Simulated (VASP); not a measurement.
**Al7Ru8: single point with PBE**

Slab: Al7Ru8, a slab with vacuum.

```
Ru Al
1.0
     4.23076    0.00000    0.00000
    -2.11538    3.66395    0.00000
     0.00000    0.00000   30.09041
Ru Al
8 7
Cartesian
  0.0000 2.4426 9.0000
  0.0000 0.0000 10.7272
  2.1154 1.2213 12.4544
  0.0000 2.4426 14.1816
  0.0000 0.0000 15.9344
  2.1154 1.2213 17.6666
  0.0000 2.4426 19.5053
  0.0000 0.0000 20.9486
  2.1154 1.2213 9.8636
  0.0000 2.4426 11.5908
  0.0000 0.0000 13.3180
  2.1154 1.2213 15.0608
  0.0000 2.4426 16.8310
  0.0000 0.0000 18.4845
  2.1154 1.2213 20.2609
```

```yaml
Program: VASP 6.6.1
Task: single point
Functional: PBE
Potentials_or_basis: VASP PAW PBE potentials, release 64 (Ru_pv, Al)
Cutoff: 520 eV
k_mesh: 9 × 9 × 1
Occupations: gaussian, width 0.1 eV
Spin: no spin polarisation
Dipole_correction: yes
Further_INCAR_settings: LREAL = Auto; ALGO = Normal; EDIFF = 1e-07; NBANDS = 80
```

| Quantity | Value |
| --- | --- |
| Largest force | 1.017 eV/Å |

Forces in eV/Å, atoms in the order of the input:
```
Ru   0.000  0.000  1.017
Ru   0.000  0.000 -0.557
Ru   0.000  0.000 -0.063
Ru   0.000  0.000  0.090
Ru   0.000  0.000  0.000
Ru   0.000  0.000 -0.004
Ru   0.000  0.000 -0.009
Ru   0.000  0.000 -0.005
Al   0.000  0.000 -0.209
Al   0.000  0.000 -0.254
Al   0.000  0.000 -0.027
Al   0.000  0.000 -0.005
Al   0.000  0.000 -0.002
Al   0.000  0.000  0.000
Al   0.000  0.000  0.027
```

Levels at points of the mesh, in eV from the Fermi level:
```tsv
k point	band 62	band 63	band 64	band 65	band 66	band 67	band 68	band 69	band 70	band 71
(0.00, 0.00, 0.00)	0.01	0.01	0.09	0.15	0.15	0.65	0.65	1.31	1.33	1.33
```

Wall time 17 min on 1 thread of Intel(R) Xeon(R) 6975P-C (Granite Rapids), with other jobs on the host, peak memory 0.64 GiB.
